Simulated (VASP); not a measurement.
# Sn (Immm) in VASP: notebook, part 2 of 2

VASP 6.6.1. Earlier steps stand in the parts before.

### Step 3. Relaxation of cell and atoms, PBEsol, target pressure 20 GPa, at which the enthalpy is minimised

INCAR reads:

```
ALGO = Normal ; EDIFF = 1E-7
EDIFFG = -0.01 ; ENCUT = 600
GGA = PS ; IBRION = 2
ISIF = 3 ; ISMEAR = -1
LASPH = T ; LCHARG = F
LREAL = F ; LWAVE = F
NELM = 100 ; NSW = 80
PREC = Accurate ; PSTRESS = 200.0
SIGMA = 0.05
```

KPOINTS reads:

```
k-points
0
Gamma
  11 11 11
```

POSCAR reads:

```
Sn
1.0
   -1.7265390000      1.7755470000      2.3383420000
    1.7265390000     -1.7755470000      2.3383420000
    1.7265390000      1.7755470000     -2.3383420000
Sn
1
Direct
    0.0000000000      0.0000000000      0.0000000000
```

Potentials or basis: VASP PAW PBE potentials, release 64 (Sn_d).

Launch:

```console
$ cat potpaw_PBE.64/Sn_d/POTCAR > POTCAR
$ mpirun -np 1 vasp_std > vasp.out
```

OUTCAR:

```text
EDIFF = 1E-7
   EDIFFG = -0.01
   ENCUT = 600
   GGA = PS
   IBRION = 2
   ISIF = 3
   ISMEAR = -1
   LASPH = T
   LREAL = F
   NELM = 100
   NSW = 80
   PREC = Accurate
   PSTRESS = 200.0

 ion  position               nearest neighbor table
   1  0.000  0.000  0.000-

  LATTYP: Found a body centered orthorhombic cell.
 ALAT       =     3.4530780000
 B/A-ratio  =     1.0283851103
 C/A-ratio  =     1.3543522620

  Lattice vectors:

 A1 = (  -1.7265390000,   1.7755470000,   2.3383420000)
 A2 = (   1.7265390000,  -1.7755470000,   2.3383420000)
 A3 = (   1.7265390000,   1.7755470000,  -2.3383420000)

Analysis of symmetry for initial positions (statically):
=====================================================================
 Subroutine PRICEL returns:
 Original cell was already a primitive cell.

 Routine SETGRP: Setting up the symmetry group for a
 body centered orthorhombic supercell.

 Subroutine GETGRP returns: Found  8 space group operations
 (whereof  8 operations were pure point group operations)
 out of a pool of  8 trial point group operations.

The static configuration has the point symmetry D_2h.

Analysis of symmetry for dynamics (positions and initial velocities):
=====================================================================
 Subroutine PRICEL returns:
 Original cell was already a primitive cell.

 Routine SETGRP: Setting up the symmetry group for a
 body centered orthorhombic supercell.

 Subroutine GETGRP returns: Found  8 space group operations
 (whereof  8 operations were pure point group operations)
 out of a pool of  8 trial point group operations.

The dynamic configuration has the point symmetry D_2h.

 Subroutine INISYM returns: Found  8 space group operations
 (whereof  8 operations are pure point group operations),
 and found     1 'primitive' translations

----------------------------------------------------------------------------------------

                                     Primitive cell

  volume of cell :      28.6732

  direct lattice vectors                    reciprocal lattice vectors
    -1.726539000  1.775547000  2.338342000     0.000000000  0.281603359  0.213826720
     1.726539000 -1.775547000  2.338342000     0.289596702  0.000000000  0.213826720
     1.726539000  1.775547000 -2.338342000     0.289596702  0.281603359  0.000000000

  length of vectors
     3.406075069  3.406075069  3.406075069     0.353584952  0.359983494  0.403938983

  position of ions in fractional coordinates (direct lattice)
     0.000000000  0.000000000  0.000000000

  ion indices of the primitive-cell ions
   primitive index   ion index
                 1           1

----------------------------------------------------------------------------------------

 KPOINTS: k-points

Automatic generation of k-mesh.
 Grid dimensions read from file:
 generate k-points for:   11   11   11

 Generating k-lattice:

  Cartesian coordinates                     Fractional coordinates (reciprocal lattice)
     0.000000000  0.025600305  0.019438793     0.090909091  0.000000000 -0.000000000
     0.026326973  0.000000000  0.019438793     0.000000000  0.090909091  0.000000000
     0.026326973  0.025600305  0.000000000    -0.000000000  0.000000000  0.090909091

  Length of vectors
     0.032144087  0.032725772  0.036721726

  Shift w.r.t. Gamma in fractional coordinates (k-lattice)
     0.000000000  0.000000000  0.000000000

 Subroutine IBZKPT returns following result:
 ===========================================

 Found    216 irreducible k-points:

 Following reciprocal coordinates:
            Coordinates               Weight
  0.000000  0.000000  0.000000      1.000000
  0.090909  0.000000  0.000000      4.000000
  0.181818 -0.000000  0.000000      4.000000
  0.272727  0.000000  0.000000      4.000000
  0.363636 -0.000000  0.000000      4.000000
  0.454545  0.000000  0.000000      4.000000
[... 16 lines left out ...]
  0.454545  0.181818  0.000000      8.000000
 -0.454545  0.181818  0.000000      8.000000
 [... further k-points ...]
   k-points           NKPTS =    216   k-points in BZ     NKDIM =    216   number of bands    NBANDS=     11
   number of dos      NEDOS =    301   number of ions     NIONS =      1
   total plane-waves  NPLWV =  21952
   dimension x,y,z NGX =    28 NGY =   28 NGZ =   28
   dimension x,y,z NGXF=    56 NGYF=   56 NGZF=   56
   ions per type =               1
   NGX,Y,Z   is equivalent  to a cutoff of  13.67, 13.67, 13.67 a.u.
   NGXF,Y,Z  is equivalent  to a cutoff of  27.33, 27.33, 27.33 a.u.
 SYSTEM =  unknown system
   PREC   = accura    normal or accurate (medium, high low for compatibility)
   ISTART =      0    job   : 0-new  1-cont  2-samecut
   ICHARG =      2    charge: 1-file 2-atom 10-const
   ISPIN  =      1    spin polarized calculation?
   LNONCOLLINEAR =      F non collinear calculations
   LSORBIT =      F    spin-orbit coupling
   LASPH  =      T    aspherical Exc in radial PAW
   ENCUT  =  600.0 eV  44.10 Ry    6.64 a.u.   6.80  6.80  6.80*2*pi/ulx,y,z
   NELM   =    100;   NELMIN=  2; NELMDL= -5     # of ELM steps
   EDIFF  = 0.1E-06   stopping-criterion for ELM
   LREAL  =      F    real-space projection
   EDIFFG = -.1E-01   stopping-criterion for IOM
   NSW    =     80    number of steps for IOM
   IBRION =      2    ionic relax: 0-MD 1-quasi-New 2-CG
   NFREE  =      1    steps in history (QN), initial steepest desc. (CG)
   ISIF   =      3    stress and relaxation
   ISYM   =      2    0-nonsym 1-usesym 2-fastsym
   POTIM  = 0.5000    time-step for ionic-motion
   TEBEG  =    0.0;   TEEND  =   0.0 temperature during run
   PSTRESS=  200.0 pullay stress
   NELECT =      14.0000    total number of electrons
   NUPDOWN=      -1.0000    fix difference up-down
   EMIN   =  10.00;   EMAX   =-10.00  energy-range for DOS
   EFERMI =   0.00;   METHOD = LEGACY
   ISMEAR =    -1;   SIGMA  =   0.05  broadening in eV -4-tet -1-fermi 0-gaus
   EFERMI_NEDOS =   21; number of points for ismear=-14 and -15
   IALGO  =     38    algorithm
   IMIX   =      4    mixing-type and parameters
     AMIX     =   0.40;   BMIX     =  1.00
     AMIX_MAG =   1.60;   BMIX_MAG =  1.00
  volume/ion in A,a.u.               =      28.67       193.50
  Fermi-wavevector in a.u.,A,eV,Ry     =   1.289116  2.436076 22.610433  1.661820
  Thomas-Fermi vector in A             =   2.421028
   LORBIT       =      0    0 simple, 1 ext, 2 COOP (PROOUT), +10 PAW based schemes
   GGA     = PS    functional components
   LHFCALC =     F    Hartree Fock is set to
   AEXX    =    0.0000 exact exchange contribution
   IVDW    =     0    specifies the selected vdW correction
   LEPSILON=     F    determine dielectric tensor
   LRPA    =     F    only Hartree local field effects (RPA)
 conjugate gradient relaxation of ions
 non-spin polarized calculation
  energy-cutoff  :      600.00
  volume of cell :       28.67
 maximum number of plane-waves:       971
   NGX = 13   NGY = 13   NGZ = 13

--------------------------------------- Ionic step        1  -------------------------------------------

 number of electron      13.9999998 magnetization

 Free energy of the ion-electron system (eV)
  ---------------------------------------------------
  ext. energy  EPLUGINS =         0.00000000
  ---------------------------------------------------
  free energy    TOTEN  =        -4.21320326 eV

  energy without entropy =       -4.20969095  energy(sigma->0) =       -4.21144711

 E-fermi :   7.3482     XC(G=0): -10.2529

 val. band max:        7.3377212804   @ k =   0.1818   0.1818   0.1818
 cond. band min:       7.3620991788   @ k =  -0.1818   0.3636   0.0000
 fundamental gap:      0.0243778984
 Fermi energy:         7.3482191712

 k-point     1 :       0.0000    0.0000    0.0000
  band No.  band energies     occupation
      1     -14.0945      2.00000
      2     -14.0792      2.00000
      3     -14.0603      2.00000
      4     -14.0309      2.00000
      5     -13.9945      2.00000
      6      -3.4227      2.00000
      7      14.3652      0.00000
      8      14.5113      0.00000
      9      14.9127      0.00000
     10      17.9757      0.00000
     11      18.4902      0.00000
[... 428 lines left out ...]
  energy  without entropy=       -4.0374062972  energy(sigma->0) =       -4.03964971

  enthalpy is  TOTEN    =        -1.3058716053 eV   P V=        2.7360215081

[... ionic steps 4 to 20 ...]

--------------------------------------- Ionic step       21  -------------------------------------------

 number of electron      14.0000001 magnetization

------------------------ aborting loop because EDIFF is reached ----------------------------------------
[... 69 lines left out ...]
--------------------------------------- Ionic step       23  -------------------------------------------

 number of electron      14.0000001 magnetization

 Free energy of the ion-electron system (eV)
  ---------------------------------------------------
  ext. energy  EPLUGINS =         0.00000000
  ---------------------------------------------------
  free energy    TOTEN  =        -3.97326986 eV

  energy without entropy =       -3.96877360  energy(sigma->0) =       -3.97102173

 E-fermi :  11.3184     XC(G=0): -11.7066

 val. band max:       11.3166416185   @ k =  -0.4545   0.2727   0.0909
 cond. band min:      11.3344142875   @ k =  -0.4545  -0.4545   0.2727
 fundamental gap:      0.0177726690
 Fermi energy:        11.3184267720

 k-point     1 :       0.0000    0.0000    0.0000
  band No.  band energies     occupation
      1     -10.3722      2.00000
      2     -10.3721      2.00000
      3     -10.3364      2.00000
      4     -10.2113      2.00000
      5     -10.1676      2.00000
      6      -1.8692      2.00000
      7      21.1082      0.00000
      8      21.1923      0.00000
      9      21.1956      0.00000
     10      22.1046      0.00000
     11      24.8674      0.00000
[... 354 lines left out ...]
  energy  without entropy=       -3.9687735974  energy(sigma->0) =       -3.97102173

  enthalpy is  TOTEN    =        -1.3175197766 eV   P V=        2.6557500788

 reached required accuracy - stopping structural energy minimisation
```

CONTCAR:

```text
Sn
   1.00000000000000
    -1.5702348769407615    1.5700617792421290    2.1573789532765382
     1.5702348769407615   -1.5700617792421290    2.1573789532765382
     1.5702348769407615    1.5700617792421290   -2.1573789532765382
  Sn
     1
Direct
     0.0000000000000000    0.0000000000000000    0.0000000000000000

  0.00000000E+00  0.00000000E+00  0.00000000E+00
```

Wall time 8.1 min (1 thread of Intel Xeon 6975P-C (Granite Rapids), shared host); peak memory 0.24 GiB.

Results:

* Free energy: -3.9733 eV
* Relaxed volume: 21.27 Å³/atom
* Relaxed cell: a = 3.096 Å, b = 3.096 Å, c = 3.096 Å, α = 119.05°, β = 119.05°, γ = 91.65°
* Space group after relaxing (to 0.1 Å): I4/mmm (No. 139)
* Energy change on relaxing (the run minimises the enthalpy): +239.9 meV/atom
* Ionic steps: 23
* Pressure after relaxing: 20.0 GPa
* Band gap on the k mesh: zero (bands 7 and 8 overlap by 12.33 eV)

Stress tensor (GPa, compression positive):
```
19.94  0.00  0.00
 0.00 19.96  0.00
 0.00  0.00 20.07
```

Step by step:
| step | energy change (eV) | largest force (eV/Å) | pressure (GPa) | volume (Å³) |
| --- | --- | --- | --- | --- |
| 1 | 0.0000 | 0.0000 | -3.63 | 28.67 |
| 2 | 2.9337 | 0.0000 | 141.50 | 14.46 |
| 3 | 0.1713 | 0.0000 | 16.31 | 21.92 |
| 4 | 0.2121 | 0.0000 | 18.54 | 21.54 |
| 5 | 0.2410 | 0.0000 | 20.06 | 21.30 |
| 6 | 0.2403 | 0.0000 | 20.13 | 21.28 |
| 7 | 0.2399 | 0.0000 | 20.11 | 21.28 |
| 8 | 0.2398 | 0.0000 | 20.10 | 21.28 |
| 9 | 0.2354 | 0.0000 | 19.84 | 21.32 |
| 10 | 0.2281 | 0.0000 | 19.43 | 21.38 |
| 11 | 0.2247 | 0.0000 | 19.26 | 21.40 |
| 12 | 0.2245 | 0.0000 | 19.27 | 21.41 |
| 13 | 0.2238 | 0.0000 | 19.23 | 21.41 |
| 14 | 0.2226 | 0.0000 | 19.17 | 21.42 |
| 15 | 0.2203 | 0.0000 | 19.02 | 21.44 |
| 16 | 0.2218 | 0.0000 | 19.10 | 21.43 |
| 17 | 0.2263 | 0.0000 | 19.33 | 21.39 |
| 18 | 0.2355 | 0.0000 | 19.79 | 21.31 |
| 19 | 0.2546 | 0.0000 | 20.71 | 21.16 |
| 20 | 0.2422 | 0.0000 | 20.08 | 21.26 |
| 21 | 0.2427 | 0.0000 | 20.14 | 21.25 |
| 22 | 0.2417 | 0.0000 | 20.08 | 21.26 |
| 23 | 0.2399 | 0.0000 | 19.99 | 21.27 |

Final structure:
```
Sn
1.0
    -1.57023    1.57006    2.15738
     1.57023   -1.57006    2.15738
     1.57023    1.57006   -2.15738
Sn
1
Cartesian
  0.0000 0.0000 0.0000
```

Caveat: the cell is relaxed towards a set pressure, so the run minimises the enthalpy, not the energy; the volume moved by over 15 % at a fixed basis, so the end points are rough; the PAW data sets were made with another functional, which shifts forces and pressure a little; spin-orbit coupling is left out, which moves the levels of the heavy elements.

### Step 4. Relaxation of cell and atoms, PBEsol, target pressure 30 GPa, at which the enthalpy is minimised

INCAR reads:

```
PREC = Accurate ; ENCUT = 600
EDIFF = 1E-7 ; ISMEAR = -1
SIGMA = 0.05 ; LREAL = False
LASPH = True ; NELM = 60
ALGO = Normal ; ISIF = 3
LWAVE = False ; LCHARG = False
GGA = PS ; IBRION = 2
NSW = 80 ; EDIFFG = -0.01
PSTRESS = 300.0
```

KPOINTS reads:

```
regular mesh
0
Gamma
  11 11 11
```

POSCAR is that of step 3.

Launch:

```console
$ cat potpaw_PBE.64/Sn_d/POTCAR > POTCAR
$ mpirun -np 1 vasp_std > vasp.out
```

It took 10 min on 1 thread of Intel Xeon 6975P-C (Granite Rapids), shared host; peak memory 0.25 GiB.

It converged, with:

| Property | Result |
| --- | --- |
| Free energy | -3.7716 eV |
| Relaxed volume | 19.96 Å³/atom |
| Relaxed cell | a = 3.045 Å, b = 3.045 Å, c = 3.045 Å, α = 120.03°, β = 120.02°, γ = 89.96° |
| Space group after relaxing (to 0.1 Å) | Fm-3m (No. 225) |
| Energy change on relaxing (the run minimises the enthalpy) | +441.6 meV/atom |
| Ionic steps | 22 |
| Pressure after relaxing | 30.0 GPa |
| Band gap on the k mesh | zero (bands 7 and 8 overlap by 13.02 eV) |

The path:
```tsv
step	energy change (eV)	largest force (eV/Å)	pressure (GPa)	volume (Å³)
1	0.0000	0.0000	-3.63	28.67
2	10.3246	0.0000	507.25	10.25
3	0.2308	0.0000	19.51	21.39
4	0.3124	0.0000	23.66	20.78
5	0.4513	0.0000	30.35	19.95
6	0.4228	0.0000	29.00	20.11
7	0.4244	0.0000	29.15	20.07
8	0.4228	0.0000	29.09	20.08
9	0.4752	0.0000	31.59	19.80
10	0.4523	0.0000	30.49	19.92
11	0.4543	0.0000	30.63	19.90
12	0.4560	0.0000	30.69	19.89
13	0.4601	0.0000	30.92	19.87
14	0.4710	0.0000	31.46	19.81
15	0.4625	0.0000	31.03	19.85
16	0.4383	0.0000	29.86	19.98
17	0.4363	0.0000	29.76	19.99
18	0.4387	0.0000	29.84	19.98
19	0.4399	0.0000	29.92	19.97
20	0.4402	0.0000	29.95	19.97
21	0.4403	0.0000	29.95	19.97
22	0.4416	0.0000	30.02	19.96
```

Final structure:
```
CELL_PARAMETERS angstrom
-1.52197 1.52209 2.15399
1.52197 -1.52209 2.15399
1.52197 1.52209 -2.15399
ATOMIC_POSITIONS crystal
Sn 0.00000 0.00000 0.00000
```

Levels at points of the mesh, in eV from the Fermi level:
```tsv
k point	band 3	band 4	band 5	band 6	band 7	band 8	band 9	band 10	band 11
(0.00, 0.00, 0.00)	-21.79	-21.59	-21.59	-13.82	10.41	10.42	10.42	10.75	14.07
```

Caveat: the cell is relaxed towards a set pressure, so the run minimises the enthalpy, not the energy; the volume moved by over 15 % at a fixed basis, so the end points are rough; the PAW data sets were made with another functional, which shifts forces and pressure a little; spin-orbit coupling is left out, which moves the levels of the heavy elements.

### Step 5. Overview

| cell | gap on the mesh (eV) | pressure (GPa) |
| --- | --- | --- |
| relaxed to 10 GPa | none | 10.0 |
| relaxed to 20 GPa | none | 20.0 |
| relaxed to 30 GPa | none | 30.0 |

Alike in all rows: task relaxation of cell and atoms; level PBEsol; potentials or basis VASP PAW PBE potentials, release 64 (Sn_d); no spin polarisation; k mesh 11 × 11 × 11; cutoff (eV) 600; smearing fermi-dirac 0.05 eV.

Caveats: the cell is relaxed towards a set pressure, so the run minimises the enthalpy, not the energy; the volume moved by over 15 % at a fixed basis, so the end points are rough; the PAW data sets were made with another functional, which shifts forces and pressure a little; spin-orbit coupling is left out, which moves the levels of the heavy elements.

Absolute energies hang on the potentials; compare differences alone.
